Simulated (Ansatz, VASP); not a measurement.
## Ga in VASP and in Ansatz

The input INCAR:

```
SYSTEM = Ga
PREC = Accurate
ENCUT = 520
EDIFF = 1E-7
ISMEAR = -1
SIGMA = 0.05
LREAL = .False.
LASPH = .True.
NELM = 60
ALGO = Normal
ISIF = 2
LWAVE = .False.
LCHARG = .False.
NBANDS = 12
```

File KPOINTS:

```
regular mesh
0
Gamma
  13 13 13
  0 0 0
```

Contents of POSCAR:

```
Ga
1.0
   -1.3843987196      1.3843987196      2.3112238365
    1.3843987196     -1.3843987196      2.3112238365
    1.3843987196      1.3843987196     -2.3112238365
Ga
1
Direct
    0.0000000000      0.0000000000      0.0000000000
```

input.yaml

```yaml
crystal:
  lattice:
    - [-1.3843987196, 1.3843987196, 2.3112238365]
    - [1.3843987196, -1.3843987196, 2.3112238365]
    - [1.3843987196, 1.3843987196, -2.3112238365]
  atoms:
    - { symbol: Ga, position: [0.0, 0.0, 0.0] }
hamiltonian:
  xc: lda
  pseudopotentials: { kind: paw }
kpoints:
  mp_grid: { grid: [13, 13, 13] }
  band_path:
    path:
      - [[0.0, 0.0, 0.0], [0.0, 0.0, 0.5], [-0.1793941871, 0.1793941871, 0.5], [-0.3396970935, 0.3396970935, 0.3396970935], [0.0, 0.0, 0.0], [0.5, 0.5, -0.5], [0.3396970935, 0.6603029065, -0.3396970935], [0.0, 0.5, 0.0], [0.25, 0.25, 0.25], [0.5, 0.5, -0.1793941871], [0.5, 0.5, -0.5]]
      - [[0.0, 0.0, 0.5], [0.25, 0.25, 0.25]]
    npoints: 14
scf:
  occupations: { method: fermi_dirac, width: 0.05 }
  n_extra_bands: 6
output:
  forces: true
  stress: true
  eigenvalues: true
  fatbands: true
```

Alike in both runs: functional LDA; k mesh 13 × 13 × 13; occupations fermi-dirac, width 0.05 eV; no spin polarisation.

```csv
,VASP,Ansatz
version,VASP 6.6.1,Ansatz 0.2.0
potentials or method,"VASP PAW LDA potentials, release 64 (Ga_d)",Ansatz PAW
plane-wave cutoff (eV),520,420
valence electrons in the cell,13,13
task,single point,band structure
```

|  | VASP | Ansatz | Ansatz less VASP |
| --- | --- | --- | --- |
| gap on the k mesh at the Fermi level (eV) | none | none | - |
| pressure (GPa) | -2.3 | -2.4 | -0.07 |
| traceless stress, the component that is largest in VASP (GPa) | 0.24 | 0.26 | +0.020 |

LDA's correlation is that of Perdew and Zunger in VASP and of Perdew and Wang (1992) in Ansatz. A gap of «none» marks a metal or a gap that the smearing closes.
